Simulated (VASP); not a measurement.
# AlGa3N4 (Pm) in VASP: further runs

AlGa3N4 is run at these levels: r2SCAN; tasks: single point.

Program: VASP 6.6.1. These are calculated values, not measurements. Logs are shortened: lines on timing, memory, paths and dates and some standing lists are left out, and cuts for length are marked.

## 1. The cell of the first run

It takes space group Pm (No. 6, monoclinic). Conventional cell: a = 5.061 Å, b = 3.116 Å, c = 5.395 Å, α = 90.00°, β = 90.04°, γ = 90.00°. Within 2.5 Å of Al (site symmetry m) lie 4 N at 1.86 to 1.87 Å. Within 2.5 Å of Ga (site symmetry m) lie 4 N at 1.91 to 1.92 Å. Ga (site symmetry m) has 4 N at 1.91 to 1.93 Å within 2.5 Å. Ga (site symmetry m) has 4 N at 1.92 to 1.93 Å within 2.5 Å. N (site symmetry m) has 1 Al at 1.86 Å and 3 Ga at 1.92 Å within 2.5 Å. Within 2.5 Å of N (site symmetry m) lie 2 Al at 1.87 Å and 2 Ga at 1.93 Å. Within 2.5 Å of N (site symmetry m) lie 4 Ga at 1.91 to 1.92 Å. Within 2.5 Å of N (site symmetry m) lie 1 Al at 1.87 Å and 3 Ga at 1.91 Å.

## 2. Single point, r2SCAN

File POSCAR:

```
AlGa3N4
1.0
    5.0605079465      0.0000000000     -0.0000909999
    0.0000000000      3.1162134244      0.0000000000
   -0.0037530447      0.0000000000      5.3946729914
Al Ga N
1 3 4
Direct
    0.0007636869      0.5000000000      0.6673791432
    0.4991207831      0.5000000000      0.3351774375
    0.4991147248      0.0000000000      0.8313290755
    0.9998851556      0.0000000000      0.1660906524
    0.1193154468      0.5000000000      0.3406177810
    0.1172884445      0.0000000000      0.8259043962
    0.6201472359      0.0000000000      0.1661374254
    0.6319645326      0.5000000000      0.6673650886
```

File INCAR.step1:

```
PREC = Accurate
ENCUT = 520
ISMEAR = 0
SIGMA = 0.02
LREAL = False
LASPH = True
NELM = 100
NBANDS = 41
GGA = PE
ALGO = Normal
EDIFF = 1E-4
LWAVE = True
LCHARG = False
```

File INCAR.step2:

```
PREC = Accurate
ENCUT = 520
EDIFF = 1E-7
ISMEAR = 0
SIGMA = 0.02
LREAL = False
LASPH = True
NELM = 100
ALGO = Normal
ISIF = 2
LWAVE = False
LCHARG = False
METAGGA = R2SCAN
LMIXTAU = True
NBANDS = 41
ISTART = 1
```

File KPOINTS:

```
regular mesh
0
Gamma
  6 8 4
```

Potentials or basis: VASP PAW PBE potentials, release 64 (Al, Ga_d, N).

Started as:

```
> cat potpaw_PBE.64/Al/POTCAR potpaw_PBE.64/Ga_d/POTCAR potpaw_PBE.64/N/POTCAR > POTCAR
> cp INCAR.step1 INCAR
> mpirun -np 1 vasp_std > vasp.out
> cp INCAR.step2 INCAR
> mpirun -np 1 vasp_std > vasp.out
```

OUTCAR:

```text
PREC = Accurate
   ENCUT = 520
   EDIFF = 1E-7
   ISMEAR = 0
   LREAL = False
   LASPH = True
   NELM = 100
   ISIF = 2
   METAGGA = R2SCAN
   ISTART = 1

 ion  position               nearest neighbor table
   1  0.001  0.500  0.667-   5 1.86   8 1.87   6 1.87   6 1.87   3 3.09   3 3.09   2 3.09   2 3.11
                             3 3.11   3 3.11   4 3.11   4 3.11   4 3.12   4 3.12
   2  0.499  0.500  0.335-   7 1.91   7 1.91   8 1.91   5 1.92   1 3.09   1 3.11
   3  0.499  0.000  0.831-   7 1.91   8 1.91   8 1.91   6 1.93   1 3.09   1 3.09   1 3.11   1 3.11

   4  1.000  0.000  0.166-   5 1.92   5 1.92   7 1.92   6 1.93   1 3.11   1 3.11   1 3.12   1 3.12

   5  0.119  0.500  0.341-   1 1.86   4 1.92   4 1.92   2 1.92
   6  0.117  0.000  0.826-   1 1.87   1 1.87   4 1.93   3 1.93
   7  0.620  0.000  0.166-   2 1.91   2 1.91   3 1.91   4 1.92
   8  0.632  0.500  0.667-   1 1.87   2 1.91   3 1.91   3 1.91

  LATTYP: Found a simple monoclinic cell.
 ALAT       =     5.0605079473
 B/A-ratio  =     0.6157906394
 C/A-ratio  =     1.0660341517
 COS(beta)  =    -0.0007136768

  Lattice vectors:

 A1 = (   5.0605079465,   0.0000000000,  -0.0000909999)
 A2 = (   0.0000000000,   3.1162134244,   0.0000000000)
 A3 = (  -0.0037530447,   0.0000000000,   5.3946729914)

Analysis of symmetry for initial positions (statically):
=====================================================================
 Subroutine PRICEL returns:
 Original cell was already a primitive cell.

 Routine SETGRP: Setting up the symmetry group for a
 simple monoclinic supercell.

 Subroutine GETGRP returns: Found  2 space group operations
 (whereof  2 operations were pure point group operations)
 out of a pool of  4 trial point group operations.

The static configuration has the point symmetry C_1h.

Analysis of symmetry for dynamics (positions and initial velocities):
=====================================================================
 Subroutine PRICEL returns:
 Original cell was already a primitive cell.

 Routine SETGRP: Setting up the symmetry group for a
 simple monoclinic supercell.

 Subroutine GETGRP returns: Found  2 space group operations
 (whereof  2 operations were pure point group operations)
 out of a pool of  4 trial point group operations.

The dynamic configuration has the point symmetry C_1h.

 Subroutine INISYM returns: Found  2 space group operations
 (whereof  2 operations are pure point group operations),
 and found     1 'primitive' translations

----------------------------------------------------------------------------------------

                                     Primitive cell

  volume of cell :      85.0720

  direct lattice vectors                    reciprocal lattice vectors
     5.060507946  0.000000000 -0.000091000     0.197608624  0.000000000  0.000137475
     0.000000000  3.116213424  0.000000000     0.000000000  0.320902282  0.000000000
    -0.003753045  0.000000000  5.394672991     0.000003333  0.000000000  0.185368050

  length of vectors
     5.060507947  3.116213424  5.394674297     0.197608672  0.320902282  0.185368050

  position of ions in fractional coordinates (direct lattice)
     0.000763687  0.500000000  0.667379143
     0.499120783  0.500000000  0.335177438
     0.499114725  0.000000000  0.831329076
     0.999885156  0.000000000  0.166090652
     0.119315447  0.500000000  0.340617781
     0.117288444  0.000000000  0.825904396
     0.620147236  0.000000000  0.166137425
     0.631964533  0.500000000  0.667365089

  ion indices of the primitive-cell ions
   primitive index   ion index
                 1           1
                 2           2
                 3           3
                 4           4
                 5           5
                 6           6
                 7           7
                 8           8

----------------------------------------------------------------------------------------

 KPOINTS: regular mesh

Automatic generation of k-mesh.
 Grid dimensions read from file:
 generate k-points for:    6    8    4

 Generating k-lattice:

  Cartesian coordinates                     Fractional coordinates (reciprocal lattice)
     0.032934771  0.000000000  0.000022913     0.166666667  0.000000000  0.000000000
     0.000000000  0.040112785  0.000000000     0.000000000  0.125000000  0.000000000
     0.000000833  0.000000000  0.046342012     0.000000000  0.000000000  0.250000000

  Length of vectors
     0.032934779  0.040112785  0.046342012

  Shift w.r.t. Gamma in fractional coordinates (k-lattice)
     0.000000000  0.000000000  0.000000000

 Subroutine IBZKPT returns following result:
 ===========================================

 Found     70 irreducible k-points:

 Following reciprocal coordinates:
            Coordinates               Weight
  0.000000  0.000000  0.000000      1.000000
  0.166667  0.000000 -0.000000      2.000000
  0.333333  0.000000  0.000000      2.000000
  0.500000  0.000000  0.000000      1.000000
  0.000000  0.125000  0.000000      2.000000
  0.166667  0.125000 -0.000000      4.000000
[... 16 lines left out ...]
  0.333333  0.000000  0.250000      2.000000
  0.500000  0.000000  0.250000      2.000000
 [... further k-points ...]
   k-points           NKPTS =     70   k-points in BZ     NKDIM =     70   number of bands    NBANDS=     41
   number of dos      NEDOS =    301   number of ions     NIONS =      8
   total plane-waves  NPLWV =  38400
   dimension x,y,z NGX =    40 NGY =   24 NGZ =   40
   dimension x,y,z NGXF=    80 NGYF=   48 NGZF=   80
   ions per type =               1   3   4
   NGX,Y,Z   is equivalent  to a cutoff of  13.14, 12.80, 12.33 a.u.
   NGXF,Y,Z  is equivalent  to a cutoff of  26.28, 25.61, 24.65 a.u.
 SYSTEM =  unknown system
   PREC   = accura    normal or accurate (medium, high low for compatibility)
   ISTART =      1    job   : 0-new  1-cont  2-samecut
   ICHARG =      0    charge: 1-file 2-atom 10-const
   ISPIN  =      1    spin polarized calculation?
   LNONCOLLINEAR =      F non collinear calculations
   LSORBIT =      F    spin-orbit coupling
   LASPH  =      T    aspherical Exc in radial PAW
   ENCUT  =  520.0 eV  38.22 Ry    6.18 a.u.   9.41  5.79 10.03*2*pi/ulx,y,z
   NELM   =    100;   NELMIN=  2; NELMDL=  0     # of ELM steps
   EDIFF  = 0.1E-06   stopping-criterion for ELM
   LREAL  =      F    real-space projection
   EDIFFG = 0.1E-05   stopping-criterion for IOM
   NSW    =      0    number of steps for IOM
   IBRION =     -1    ionic relax: 0-MD 1-quasi-New 2-CG
   NFREE  =      0    steps in history (QN), initial steepest desc. (CG)
   ISIF   =      2    stress and relaxation
   ISYM   =      2    0-nonsym 1-usesym 2-fastsym
   POTIM  = 0.5000    time-step for ionic-motion
   TEBEG  =    0.0;   TEEND  =   0.0 temperature during run
   PSTRESS=    0.0 pullay stress
   NELECT =      62.0000    total number of electrons
   NUPDOWN=      -1.0000    fix difference up-down
   EMIN   =  10.00;   EMAX   =-10.00  energy-range for DOS
   EFERMI =   0.00;   METHOD = LEGACY
   ISMEAR =     0;   SIGMA  =   0.02  broadening in eV -4-tet -1-fermi 0-gaus
   EFERMI_NEDOS =   21; number of points for ismear=-14 and -15
   IALGO  =     38    algorithm
   IMIX   =      4    mixing-type and parameters
     AMIX     =   0.40;   BMIX     =  1.00
     AMIX_MAG =   1.60;   BMIX_MAG =  1.00
  volume/ion in A,a.u.               =      10.63        71.76
  Fermi-wavevector in a.u.,A,eV,Ry     =   1.473250  2.784040 29.530995  2.170467
  Thomas-Fermi vector in A             =   2.588166
   LORBIT       =      0    0 simple, 1 ext, 2 COOP (PROOUT), +10 PAW based schemes
   METAGGA = R2SCAN    functional components
   LHFCALC =     F    Hartree Fock is set to
   AEXX    =    0.0000 exact exchange contribution
   IVDW    =     0    specifies the selected vdW correction
   LEPSILON=     F    determine dielectric tensor
   LRPA    =     F    only Hartree local field effects (RPA)
 non-spin polarized calculation
 Gauss-broadening in eV      SIGMA  =   0.02
  energy-cutoff  :      520.00
  volume of cell :       85.07
 maximum number of plane-waves:      2324
 NGX is ok and might be reduce to    40
   NGX = 19   NGY = 11   NGZ = 21

 number of electron      61.9999983 magnetization

 Free energy of the ion-electron system (eV)
  ---------------------------------------------------
  ext. energy  EPLUGINS =         0.00000000
  ---------------------------------------------------
  free energy    TOTEN  =       -84.78591153 eV

  energy without entropy =      -84.78591153  energy(sigma->0) =      -84.78591153

 E-fermi :   5.8903     XC(G=0): -12.6298

 val. band max:        5.8067500198   @ k =   0.0000   0.0000   0.0000
 cond. band min:       9.0225744020   @ k =   0.0000   0.0000   0.0000
 fundamental gap:      3.2158243821
 Fermi energy:         5.8902839303

 k-point     1 :       0.0000    0.0000    0.0000
  band No.  band energies     occupation
      1     -11.2098      2.00000
      2     -10.0536      2.00000
      3      -9.8580      2.00000
      4      -9.5147      2.00000
      5      -7.8636      2.00000
      6      -7.8630      2.00000
[... 33 lines left out ...]
     40      17.1625      0.00000
     41      17.3572      0.00000

 k-point     2 :       0.1667    0.0000   -0.0000
  band No.  band energies     occupation
      1     -11.1174      2.00000
      2     -10.0666      2.00000
      3      -9.8728      2.00000
      4      -9.5224      2.00000
      5      -7.8613      2.00000
      6      -7.8589      2.00000
[... 33 lines left out ...]
     40      17.1079      0.00000
     41      17.3778      0.00000

 k-point     3 :       0.3333    0.0000    0.0000
  band No.  band energies     occupation
      1     -10.8665      2.00000
      2     -10.1956      2.00000
      3      -9.8719      2.00000
      4      -9.5326      2.00000
      5      -7.8566      2.00000
      6      -7.8563      2.00000
[... 875 lines left out ...]
      2     -10.1310      2.00000
      3      -9.9563      2.00000
      4      -9.6033      2.00000
      5      -7.8478      2.00000
      6      -7.8297      2.00000
[... 33 lines left out ...]
     40      17.0177      0.00000
     41      17.2425      0.00000

 k-point    24 :       0.5000    0.0000    0.2500
  band No.  band energies     occupation
      1     -10.4899      2.00000
      2     -10.2911      2.00000
      3      -9.9303      2.00000
      4      -9.6272      2.00000
      5      -7.8396      2.00000
      6      -7.8213      2.00000
[... 33 lines left out ...]
     40      16.9584      0.00000
     41      17.2611      0.00000

 [... further k-points ...]
[... 5 lines left out ...]
  --------------------------------------------------------------------------------------
  -------------------------------------------------------------------------------------
  Total        5.7715615      5.7815196      5.8079485      0.0000000      0.0000000      0.0005237
  in kB      108.6969829    108.8845256    109.3822650      0.0000000      0.0000000      0.0098625
  external PRESSURE =     108.9879245 kB  Pullay stress =       0.0000000 kB

 VOLUME and BASIS-vectors are now :
 -----------------------------------------------------------------------------
  energy-cutoff  :      520.00
  volume of cell :       85.07
      direct lattice vectors                 reciprocal lattice vectors
     5.060507946  0.000000000 -0.000091000     0.197608624  0.000000000  0.000137475
     0.000000000  3.116213424  0.000000000     0.000000000  0.320902282  0.000000000
    -0.003753045  0.000000000  5.394672991     0.000003333  0.000000000  0.185368050

 POSITION                                       TOTAL-FORCE (eV/Angst)
 -----------------------------------------------------------------------------------
      0.00136      1.55811      3.60029        -0.008801      0.000000      0.000927
      2.52455      1.55811      1.80813        -0.002490      0.000000      0.015430
      2.52265      0.00000      4.48470         0.000238      0.000000     -0.004087
      5.05930      0.00000      0.89591        -0.000715      0.000000     -0.015974
      0.60252      1.55811      1.83751        -0.026230      0.000000      0.082743
      0.59044      0.00000      4.45547        -0.050220      0.000000     -0.078485
      3.13764      0.00000      0.89620        -0.000501      0.000000     -0.003294
      3.19556      1.55811      3.60016         0.088719      0.000000      0.002739
 -----------------------------------------------------------------------------------
    total drift:                                0.022503     -0.000000      0.003022

  FREE ENERGIE OF THE ION-ELECTRON SYSTEM (eV)
  ---------------------------------------------------
  free  energy   TOTEN  =       -84.7859115336 eV

  energy  without entropy=      -84.7859115336  energy(sigma->0) =      -84.78591153
```

Run time: 8.7 min. Hardware: 1 thread of Intel Xeon Platinum 8488C (Sapphire Rapids), shared host; peak memory 0.33 GiB.

Results:

```yaml
Free_energy: -84.7859 eV
Pressure: 10.9 GPa
Largest_force: 0.093 eV/Å
Band_gap_on_the_k_mesh: 3.22 eV
```

Forces in eV/Å, atoms in the order of the input:
```
Al  -0.009  0.000  0.001
Ga  -0.002  0.000  0.015
Ga   0.000  0.000 -0.004
Ga  -0.001  0.000 -0.016
N   -0.026  0.000  0.083
N   -0.050  0.000 -0.078
N   -0.001  0.000 -0.003
N    0.089  0.000  0.003
```

Caveat: the cell stands under pressure; the PAW data sets were made with another functional, which shifts forces and pressure a little.

## 3. Single point, r2SCAN

This run uses another cell than the first one, of 10.87 Å³/atom.

File POSCAR:

```
AlGa3N4
1.0
    5.0977651745      0.0000000000     -0.0000214814
    0.0000000000      3.1386294397      0.0000000000
   -0.0037058641      0.0000000000      5.4337572271
Al Ga N
1 3 4
Direct
    0.0006642153      0.5000000000      0.6673366410
    0.4991419739      0.5000000000      0.3351208503
    0.4991738154      0.0000000000      0.8313915276
    0.9998797250      0.0000000000      0.1661413725
    0.1193660151      0.5000000000      0.3406154757
    0.1173094245      0.0000000000      0.8259117808
    0.6201965074      0.0000000000      0.1661624866
    0.6318683335      0.5000000000      0.6673208654
```

File INCAR.step1:

```
SYSTEM = AlGa3N4
  PREC = Accurate
  ENCUT = 520
  ISMEAR = 0
  SIGMA = 0.02
  LREAL = .FALSE.
  LASPH = .TRUE.
  NELM = 60
  NBANDS = 41
  GGA = PE
  ALGO = Normal
  EDIFF = 1E-4
  LWAVE = .TRUE.
  LCHARG = .FALSE.
```

File INCAR.step2:

```
SYSTEM = AlGa3N4
  PREC = Accurate
  ENCUT = 520
  EDIFF = 1E-6
  ISMEAR = 0
  SIGMA = 0.02
  LREAL = .FALSE.
  LASPH = .TRUE.
  NELM = 60
  ALGO = Normal
  ISIF = 2
  LWAVE = .FALSE.
  LCHARG = .FALSE.
  METAGGA = R2SCAN
  LMIXTAU = .TRUE.
  NBANDS = 41
  ISTART = 1
```

File KPOINTS:

```
regular mesh
0
G
  6 8 4
  0 0 0
```

Potentials or basis: VASP PAW PBE potentials, release 64 (Al, Ga_d, N).

Started as:

```
> cat potpaw_PBE.64/Al/POTCAR potpaw_PBE.64/Ga_d/POTCAR potpaw_PBE.64/N/POTCAR > POTCAR
> cp INCAR.step1 INCAR
> mpirun -np 1 vasp_std > vasp.out
> cp INCAR.step2 INCAR
> mpirun -np 1 vasp_std > vasp.out
```

Wall time 8.8 min (1 thread of Intel Xeon Platinum 8488C (Sapphire Rapids), shared host); peak memory 0.33 GiB.

The run converged. Its results:

```yaml
Free_energy: -84.8849 eV
Pressure: 5.8 GPa
Largest_force: 0.089 eV/Å
Band_gap_on_the_k_mesh: 3.06 eV
```

Forces on the atoms (eV/Å):
```
Al  -0.008  0.000 -0.001
Ga  -0.005  0.000  0.004
Ga   0.005  0.000 -0.006
Ga  -0.001  0.000  0.001
N   -0.025  0.000  0.079
N   -0.049  0.000 -0.074
N   -0.001  0.000 -0.004
N    0.084  0.000  0.001
```

Levels at points of the mesh, in eV from the valence-band top:
| k point | band 29 | band 30 | band 31 | band 32 | band 33 | band 34 |
| --- | --- | --- | --- | --- | --- | --- |
| (0.00, 0.00, 0.00) | -0.10 | -0.04 | 0.00 | 3.06 | 5.44 | 5.94 |
| (0.50, 0.00, 0.00) | -0.73 | -0.36 | -0.36 | 5.11 | 5.20 | 5.34 |
| (0.00, 0.50, 0.00) | -2.16 | -1.92 | -1.86 | 6.21 | 6.26 | 7.76 |
| (0.50, 0.50, 0.00) | -1.53 | -1.50 | -1.47 | 6.49 | 6.62 | 6.74 |
| (0.00, 0.00, 0.50) | -0.66 | -0.59 | -0.34 | 5.30 | 5.48 | 6.96 |
| (0.50, 0.00, 0.50) | -1.22 | -1.19 | -1.14 | 6.05 | 6.12 | 6.25 |
| (0.00, 0.50, 0.50) | -2.22 | -1.05 | -0.91 | 5.59 | 5.89 | 6.30 |
| (0.50, 0.50, 0.50) | -1.81 | -1.73 | -1.71 | 5.05 | 5.10 | 5.17 |

Caveat: the cell stands under pressure; the PAW data sets were made with another functional, which shifts forces and pressure a little.

(Part 1 of 2 ends here.)
